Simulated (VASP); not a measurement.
Wanted: the native input for a VASP 6.6.1 run.

* Task: relaxation of cell and atoms
* Functional: PBE
* Potentials or basis: VASP PAW PBE potentials, release 64 (Cs_sv, B)
* Cutoff: 600 eV
* k mesh: 10 × 10 × 10
* Occupations: gaussian, width 0.1 eV
* Spin: no spin polarisation
* Dipole correction: no
* Further INCAR settings: ALGO = Fast; EDIFF = 1e-06; IBRION = 2; EDIFFG = -0.01; NSW = 100; ISIF = 3

The structure of Cs2B lies in POSCAR:

```
Cs2B
1.0
    0.0000000000      4.1112951040      4.1112951040
    4.1112951040      0.0000000000      4.1112951040
    4.1112951040      4.1112951040      0.0000000000
Cs B
2 1
Direct
    0.2500000000      0.2500000000      0.2500000000
    0.7500000000      0.7500000000      0.7500000000
    0.0000000000      0.0000000000      0.0000000000
```

The input as run:

INCAR

```
ALGO = Fast
EDIFF = 1E-6
EDIFFG = -0.01
ENCUT = 600
GGA = PE
IBRION = 2
ISIF = 3
ISMEAR = 0
LASPH = T
LCHARG = F
LREAL = F
LWAVE = F
NELM = 80
NSW = 100
PREC = Accurate
SIGMA = 0.1
```

KPOINTS

```
k-points
0
Gamma
  10 10 10
```

Potentials or basis: VASP PAW PBE potentials, release 64 (Cs_sv, B).

Launch:

```console
$ cat potpaw_PBE.64/Cs_sv/POTCAR potpaw_PBE.64/B/POTCAR > POTCAR
$ mpirun -np 1 vasp_std > vasp.out
```

Results of the run:

```json
{
 "Relaxed volume": "48.02 Å³/atom",
 "Relaxed cell": "a = 5.884 Å, b = 5.884 Å, c = 5.884 Å, α = 60.00°, β = 60.00°, γ = 60.00°",
 "Space group after relaxing (to 0.1 Å)": "Fm-3m (No. 225)",
 "Energy gained by relaxing": "1.3 meV/atom",
 "Ionic steps": "3",
 "Pressure after relaxing": "0.0 GPa",
 "Band gap on the k mesh": "zero (an odd number of electrons rules out a gap without spin polarisation)"
}
```

Caveat: spin-orbit coupling is left out, which moves the levels of the heavy elements.

It took 4.7 min on 1 thread of Oxide Virtual Turin-like Processor (shared host), peak memory 0.38 GiB.
